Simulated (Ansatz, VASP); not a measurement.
## Two plane-wave programs on SnO

```xyz
4
Lattice="3.8137 0.0000 0.0000 0.0000 3.8137 0.0000 0.0000 0.0000 4.8869" Properties=species:S:1:pos:R:3 pbc="T T T"
Sn    1.9068    0.0000    3.7367
Sn    0.0000    1.9068    1.1503
O     0.0000    0.0000    0.0000
O     1.9068    1.9068    0.0000
```

Alike in both runs: task single point; functional r2SCAN-based global hybrid with a share of 0.35 of exact exchange; k mesh 4 × 4 × 3; occupations fermi-dirac, width 0.05 eV; no spin polarisation.

```csv
,VASP,Ansatz
version,VASP 6.6.1,Ansatz 0.2.0
potentials or method,"VASP PAW PBE potentials, release 64 (Sn_d, O)",Ansatz PAW
plane-wave cutoff (eV),520,500
valence electrons in the cell,40,40
```

```csv
,VASP,Ansatz,Ansatz less VASP
gap on the k mesh at the Fermi level (eV),1.77,1.71,-0.063
least direct gap on the mesh (eV),4.21,4.21,0.000
pressure (GPa),-3.7,-4.1,-0.40
"traceless stress, the component that is largest in VASP (GPa)",1.00,1.01,+0.009
rms of the force components (eV/Å),0.226,0.294,+0.0678
```

VASP's potentials were made for PBE, not for r2SCAN-based global hybrid. Atom by atom the forces differ by 0.068 eV/Å (rms over components).

The k mesh is coarse, so the values compare programs but aren't converged. Noted on Ansatz's run: odd divisions of the mesh miss points on the zone boundary, where band edges often lie, so the gap on the mesh can be too wide.
